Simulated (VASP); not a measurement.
A run of VASP 6.6.1 is set up as follows.

INCAR

```
SYSTEM = Cs2Mg
PREC = Accurate
ENCUT = 520
EDIFF = 1E-6
ISMEAR = 0
SIGMA = 0.1
LREAL = .FALSE.
LASPH = .TRUE.
NELM = 100
ALGO = Fast
ISIF = 2
LWAVE = .FALSE.
LCHARG = .FALSE.
GGA = PE
NBANDS = 17
```

File KPOINTS:

```
Automatic mesh
0
G
  8 8 8
  0 0 0
```

The input POSCAR:

```
Cs2Mg
1.0
    0.0000000000      4.9214370184      4.9214370184
    4.9214370184      0.0000000000      4.9214370184
    4.9214370184      4.9214370184      0.0000000000
Cs Mg
2 1
Direct
    0.2500000000      0.2500000000      0.2500000000
    0.7500000000      0.7500000000      0.7500000000
    0.0000000000      0.0000000000      0.0000000000
```

Potentials or basis: VASP PAW PBE potentials, release 64 (Cs_sv, Mg).

Run with:

```console
$ cat potpaw_PBE.64/Cs_sv/POTCAR potpaw_PBE.64/Mg/POTCAR > POTCAR
$ mpirun -np 1 vasp_std > vasp.out
```

**Question.** Estimate the band gap on the k mesh.

**Answer.** Zero (band 10 reaches 0.88 eV, above the bottom of band 11 at 0.47 eV).

**Question.** Predict the pressure.

**Answer.** 0.0 GPa.

Caveat: spin-orbit coupling is left out, which moves the levels of the heavy elements.
